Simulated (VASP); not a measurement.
# Si3Cl (P1) in VASP: single point with PBE

Aim: the single point of Si3Cl with PBE.

Everything below comes from runs of VASP 6.6.1. Logs are shortened: lines on timing, memory, paths and dates and some standing lists are left out, and cuts for length are marked.

## Step 1: The cell of the first run

The typed cell holds 8 atoms: a = 3.527 Å, b = 4.583 Å, c = 11.212 Å, α = 84.85°, β = 88.79°, γ = 89.91°.

## Step 2: Single point, PBE

INCAR

```
ALGO     = Normal         # electronic algorithm
EDIFF    = 1E-6           # SCF threshold, eV
ENCUT    = 500            # plane-wave cutoff, eV
GGA      = PE             # functional
GGA_COMPAT= F            
ISIF     = 2              # what is computed and relaxed
ISMEAR   = 0              # smearing method
LASPH    = T              # aspherical terms in the spheres
LCHARG   = T              # write CHGCAR
LELF     = T              # ELF
LREAL    = F              # projectors in reciprocal space
LVHAR    = T            
LWAVE    = F              # write WAVECAR
NBANDS   = 29             # bands
NELM     = 120            # most SCF steps
PREC     = Accurate       # precision mode
SIGMA    = 0.1            # smearing width, eV
```

KPOINTS

```
k-points
0
Gamma
  6 4 2
```

POSCAR

```
Si3Cl
1.0
    3.5268623363      0.0000000000      0.0000000000
    0.0069390652      4.5829658253      0.0000000000
    0.2367513473      1.0063807744     11.1646165700
Si Cl
6 2
Direct
    0.0897555391      0.5578925313      0.8021578636
    0.6311510001      0.5095363925      0.1700111859
    0.5982040498      0.4156598848      0.6616961153
    0.5801877038      0.5790455590      0.9510996528
    0.5915307247      0.9386030440      0.7740907819
    0.4036254124      0.9975857075      0.2175474240
    0.0508269462      0.9670694158      0.3760222797
    0.0547186241      0.0346074649      0.0473746967
```

Potentials or basis: VASP PAW PBE potentials, release 64 (Si, Cl).

On the command line:

```bash
$ cat potpaw_PBE.64/Si/POTCAR potpaw_PBE.64/Cl/POTCAR > POTCAR
$ mpirun -np 1 vasp_std > vasp.out
```

OUTCAR:

```text
EDIFF = 1E-6
   ENCUT = 500
   GGA = PE
   ISIF = 2
   ISMEAR = 0
   LASPH = T
   LREAL = F
   NELM = 120
   PREC = Accurate

 ion  position               nearest neighbor table
   1  0.090  0.558  0.802-   4 2.44   4 2.44   5 2.48   5 2.48   3 2.49   3 2.49
   2  0.631  0.510  0.170-   4 2.46   6 2.47   6 2.49
   3  0.598  0.416  0.662-   5 2.42   1 2.49   1 2.49   5 2.81
   4  0.580  0.579  0.951-   1 2.44   1 2.44   2 2.46   5 2.46
   5  0.592  0.939  0.774-   3 2.42   4 2.46   1 2.48   1 2.48   3 2.81
   6  0.404  0.998  0.218-   7 2.14   8 2.29   2 2.47   2 2.49
   7  0.051  0.967  0.376-   6 2.14
   8  0.055  0.035  0.047-   6 2.29

  LATTYP: Found a triclinic cell.
 ALAT       =     3.5268623363
 B/A-ratio  =     1.6384833897
 C/A-ratio  =     4.1004529703
 COS(alpha) =     0.0008442820
 COS(beta)  =     0.5046016970
 COS(gamma) =     0.6091196997

  Lattice vectors:

 A1 = (  -3.5268623363,   0.0000000000,   0.0000000000)
 A2 = (  -3.5199232711,   4.5829658253,   0.0000000000)
 A3 = (  -7.2974150851,  -5.5893465997, -11.1646165700)

Analysis of symmetry for initial positions (statically):
=====================================================================
 Subroutine PRICEL returns:
 Original cell was already a primitive cell.

 Routine SETGRP: Setting up the symmetry group for a
 triclinic supercell.

 Subroutine GETGRP returns: Found  1 space group operations
 (whereof  1 operations were pure point group operations)
 out of a pool of  2 trial point group operations.

The static configuration has the point symmetry C_1 .

Analysis of symmetry for dynamics (positions and initial velocities):
=====================================================================
 Subroutine PRICEL returns:
 Original cell was already a primitive cell.

 Routine SETGRP: Setting up the symmetry group for a
 triclinic supercell.

 Subroutine GETGRP returns: Found  1 space group operations
 (whereof  1 operations were pure point group operations)
 out of a pool of  2 trial point group operations.

The dynamic configuration has the point symmetry C_1 .

 Subroutine INISYM returns: Found  1 space group operations
 (whereof  1 operations are pure point group operations),
 and found     1 'primitive' translations

----------------------------------------------------------------------------------------

                                     Primitive cell

  volume of cell :     180.4592

  direct lattice vectors                    reciprocal lattice vectors
     3.526862336  0.000000000  0.000000000     0.283538144 -0.000429305 -0.005973872
     0.006939065  4.582965825  0.000000000     0.000000000  0.218199314 -0.019668530
     0.236751347  1.006380774 11.164616570     0.000000000  0.000000000  0.089568683

  length of vectors
     3.526862336  4.582971079 11.212382290     0.283601394  0.219083983  0.089568683

  position of ions in fractional coordinates (direct lattice)
     0.089755539  0.557892531  0.802157864
     0.631151000  0.509536393  0.170011186
     0.598204050  0.415659885  0.661696115
     0.580187704  0.579045559  0.951099653
     0.591530725  0.938603044  0.774090782
     0.403625412  0.997585708  0.217547424
     0.050826946  0.967069416  0.376022280
     0.054718624  0.034607465  0.047374697

  ion indices of the primitive-cell ions
   primitive index   ion index
                 1           1
                 2           2
                 3           3
                 4           4
                 5           5
                 6           6
                 7           7
                 8           8

----------------------------------------------------------------------------------------

 KPOINTS: k-points

Automatic generation of k-mesh.
 Grid dimensions read from file:
 generate k-points for:    6    4    2

 Generating k-lattice:

  Cartesian coordinates                     Fractional coordinates (reciprocal lattice)
     0.047256357 -0.000071551 -0.000995645     0.166666667  0.000000000  0.000000000
     0.000000000  0.054549829 -0.004917132     0.000000000  0.250000000 -0.000000000
     0.000000000  0.000000000  0.044784341     0.000000000  0.000000000  0.500000000

  Length of vectors
     0.047266899  0.054770996  0.044784341

  Shift w.r.t. Gamma in fractional coordinates (k-lattice)
     0.000000000  0.000000000  0.000000000

 Subroutine IBZKPT returns following result:
 ===========================================

 Found     28 irreducible k-points:

 Following reciprocal coordinates:
            Coordinates               Weight
  0.000000  0.000000  0.000000      1.000000
  0.166667  0.000000  0.000000      2.000000
  0.333333  0.000000  0.000000      2.000000
  0.500000  0.000000  0.000000      1.000000
  0.000000  0.250000 -0.000000      2.000000
  0.166667  0.250000 -0.000000      2.000000
[... 16 lines left out ...]
 -0.333333  0.250000  0.500000      2.000000
 -0.166667  0.250000  0.500000      2.000000
 [... further k-points ...]
   k-points           NKPTS =     28   k-points in BZ     NKDIM =     28   number of bands    NBANDS=     29
   number of dos      NEDOS =    301   number of ions     NIONS =      8
   total plane-waves  NPLWV =  84672
   dimension x,y,z NGX =    28 NGY =   36 NGZ =   84
   dimension x,y,z NGXF=    56 NGYF=   72 NGZF=  168
   ions per type =               6   2
   NGX,Y,Z   is equivalent  to a cutoff of  13.20, 13.06, 12.45 a.u.
   NGXF,Y,Z  is equivalent  to a cutoff of  26.40, 26.12, 24.91 a.u.
 SYSTEM =  unknown system
   PREC   = accura    normal or accurate (medium, high low for compatibility)
   ISTART =      0    job   : 0-new  1-cont  2-samecut
   ICHARG =      2    charge: 1-file 2-atom 10-const
   ISPIN  =      1    spin polarized calculation?
   LNONCOLLINEAR =      F non collinear calculations
   LSORBIT =      F    spin-orbit coupling
   LASPH  =      T    aspherical Exc in radial PAW
   ENCUT  =  500.0 eV  36.75 Ry    6.06 a.u.   6.43  8.36 20.44*2*pi/ulx,y,z
   NELM   =    120;   NELMIN=  2; NELMDL= -5     # of ELM steps
   EDIFF  = 0.1E-05   stopping-criterion for ELM
   LREAL  =      F    real-space projection
   EDIFFG = 0.1E-04   stopping-criterion for IOM
   NSW    =      0    number of steps for IOM
   IBRION =     -1    ionic relax: 0-MD 1-quasi-New 2-CG
   NFREE  =      0    steps in history (QN), initial steepest desc. (CG)
   ISIF   =      2    stress and relaxation
   ISYM   =      2    0-nonsym 1-usesym 2-fastsym
   POTIM  = 0.5000    time-step for ionic-motion
   TEBEG  =    0.0;   TEEND  =   0.0 temperature during run
   PSTRESS=    0.0 pullay stress
   NELECT =      38.0000    total number of electrons
   NUPDOWN=      -1.0000    fix difference up-down
   EMIN   =  10.00;   EMAX   =-10.00  energy-range for DOS
   EFERMI =   0.00;   METHOD = LEGACY
   ISMEAR =     0;   SIGMA  =   0.10  broadening in eV -4-tet -1-fermi 0-gaus
   EFERMI_NEDOS =   21; number of points for ismear=-14 and -15
   IALGO  =     38    algorithm
   IMIX   =      4    mixing-type and parameters
     AMIX     =   0.40;   BMIX     =  1.00
     AMIX_MAG =   1.60;   BMIX_MAG =  1.00
  volume/ion in A,a.u.               =      22.56       152.22
  Fermi-wavevector in a.u.,A,eV,Ry     =   0.973964  1.840526 12.906575  0.948607
  Thomas-Fermi vector in A             =   2.104386
   LORBIT       =      0    0 simple, 1 ext, 2 COOP (PROOUT), +10 PAW based schemes
   GGA     = PE    functional components
   LHFCALC =     F    Hartree Fock is set to
   AEXX    =    0.0000 exact exchange contribution
   IVDW    =     0    specifies the selected vdW correction
   LEPSILON=     F    determine dielectric tensor
   LRPA    =     F    only Hartree local field effects (RPA)
 non-spin polarized calculation
 Gauss-broadening in eV      SIGMA  =   0.10
  energy-cutoff  :      500.00
  volume of cell :      180.46
 maximum number of plane-waves:      4611
 NGX is ok and might be reduce to    28
   NGX = 13   NGY = 17   NGZ = 41

 number of electron      37.9999997 magnetization

 Free energy of the ion-electron system (eV)
  ---------------------------------------------------
  ext. energy  EPLUGINS =         0.00000000
  ---------------------------------------------------
  free energy    TOTEN  =       -33.94845893 eV

  energy without entropy =      -33.93624065  energy(sigma->0) =      -33.94234979

 E-fermi :   4.6519     XC(G=0):  -8.8320

 val. band max:        4.6176568860   @ k =   0.1667   0.2500  -0.0000
 cond. band min:       4.7432552370   @ k =  -0.1667   0.2500  -0.0000
 fundamental gap:      0.1255983511
 Fermi energy:         4.6518649002

 k-point     1 :       0.0000    0.0000    0.0000
  band No.  band energies     occupation
      1     -12.5614      2.00000
      2     -12.0315      2.00000
      3      -7.6952      2.00000
      4      -5.2082      2.00000
      5      -4.0439      2.00000
      6      -2.0853      2.00000
[... 21 lines left out ...]
     28       8.9111      0.00000
     29       9.2885      0.00000

 k-point     2 :       0.1667    0.0000    0.0000
  band No.  band energies     occupation
      1     -12.4505      2.00000
      2     -11.9540      2.00000
      3      -7.4004      2.00000
      4      -5.1922      2.00000
      5      -3.8362      2.00000
      6      -2.0866      2.00000
[... 21 lines left out ...]
     28       8.9432      0.00000
     29       9.2174      0.00000

 k-point     3 :       0.3333    0.0000    0.0000
  band No.  band energies     occupation
      1     -12.2076      2.00000
      2     -11.7899      2.00000
      3      -6.5709      2.00000
      4      -5.2878      2.00000
      5      -3.3346      2.00000
      6      -2.6210      2.00000
[... 21 lines left out ...]
     28       8.6117      0.00000
     29       9.2696      0.00000

 k-point     4 :       0.5000    0.0000    0.0000
  band No.  band energies     occupation
      1     -12.0731      2.00000
      2     -11.7029      2.00000
      3      -5.8906      2.00000
      4      -5.1929      2.00000
      5      -4.0343      2.00000
      6      -3.0505      2.00000
[... 21 lines left out ...]
     28       8.1597      0.00000
     29       9.1825      0.00000

 k-point     5 :       0.0000    0.2500   -0.0000
  band No.  band energies     occupation
      1     -12.5111      2.00000
      2     -12.0144      2.00000
      3      -7.4623      2.00000
      4      -5.1361      2.00000
      5      -4.2857      2.00000
      6      -3.3000      2.00000
[... 21 lines left out ...]
     28       8.8022      0.00000
     29       9.5695      0.00000
[... 510 lines left out ...]
     28       8.8351      0.00000
     29       9.3608      0.00000

 k-point    22 :       0.5000    0.2500    0.5000
  band No.  band energies     occupation
      1     -12.0512      2.00000
      2     -11.6924      2.00000
      3      -5.5558      2.00000
      4      -4.8873      2.00000
      5      -3.8631      2.00000
      6      -2.9880      2.00000
[... 21 lines left out ...]
     28       8.5785      0.00000
     29       8.8477      0.00000

 k-point    23 :      -0.3333    0.2500    0.5000
  band No.  band energies     occupation
      1     -12.1768      2.00000
      2     -11.7776      2.00000
      3      -6.3162      2.00000
      4      -4.9805      2.00000
      5      -3.5121      2.00000
      6      -2.6534      2.00000
[... 21 lines left out ...]
     28       8.7104      0.00000
     29       9.4107      0.00000

 k-point    24 :      -0.1667    0.2500    0.5000
  band No.  band energies     occupation
      1     -12.4057      2.00000
      2     -11.9385      2.00000
      3      -7.1623      2.00000
      4      -5.0299      2.00000
      5      -4.1330      2.00000
      6      -3.0152      2.00000
[... 21 lines left out ...]
     28       9.1569      0.00000
     29       9.7471      0.00000

 [... further k-points ...]

------------------------ aborting loop because EDIFF is reached ----------------------------------------

  FORCE on cell =-STRESS in cart. coord.  units (eV):
  Direction    XX          YY          ZZ          XY          YZ          ZX
  --------------------------------------------------------------------------------------
  -------------------------------------------------------------------------------------
  Total       -0.0481160      0.3748914     -0.1917075      0.0924327      0.1780704     -0.0694591
  in kB       -0.4271898      3.3284123     -1.7020436      0.8206491      1.5809691     -0.6166814
  external PRESSURE =       0.3997263 kB  Pullay stress =       0.0000000 kB

 VOLUME and BASIS-vectors are now :
 -----------------------------------------------------------------------------
  energy-cutoff  :      500.00
  volume of cell :      180.46
      direct lattice vectors                 reciprocal lattice vectors
     3.526862336  0.000000000  0.000000000     0.283538144 -0.000429305 -0.005973872
     0.006939065  4.582965825  0.000000000     0.000000000  0.218199314 -0.019668530
     0.236751347  1.006380774 11.164616570     0.000000000  0.000000000  0.089568683

 POSITION                                       TOTAL-FORCE (eV/Angst)
 -----------------------------------------------------------------------------------
      0.51034      3.36408      8.95578         0.000473      0.006052     -0.025943
      2.26977      2.50628      1.89811        -0.030403      0.006965     -0.040878
      2.26933      2.57087      7.38758         0.004837     -0.018654      0.059357
      2.27543      3.61091     10.61866         0.006568     -0.034661     -0.070664
      2.27603      5.08062      8.64243        -0.004887      0.004756      0.012083
      1.48196      4.79084      2.42883        -0.068492      0.055601      0.045246
      0.27499      4.81047      4.19814         0.035019     -0.002184     -0.047208
      0.20444      0.20628      0.52892         0.056886     -0.017876      0.068006
 -----------------------------------------------------------------------------------
    total drift:                               -0.000394      0.000190     -0.000376

  FREE ENERGIE OF THE ION-ELECTRON SYSTEM (eV)
  ---------------------------------------------------
  free  energy   TOTEN  =       -33.9484589297 eV

  energy  without entropy=      -33.9362406500  energy(sigma->0) =      -33.94234979
```

It took 4.2 min on 1 thread of Intel Xeon 8259CL, shared host; peak memory 0.32 GiB.

What came out:

```
Free energy            : -33.9485 eV
Pressure               : 0.0 GPa
Largest force          : 0.099 eV/Å
Band gap on the k mesh : zero (bands 19 and 20 overlap by 1.85 eV)
```

Forces on the atoms (eV/Å):
```
Si   0.000  0.006 -0.026
Si  -0.030  0.007 -0.041
Si   0.005 -0.019  0.059
Si   0.007 -0.035 -0.071
Si  -0.005  0.005  0.012
Si  -0.068  0.056  0.045
Cl   0.035 -0.002 -0.047
Cl   0.057 -0.018  0.068
```

The gap in the log of VASP goes by the Fermi energy; the results here count the filled bands.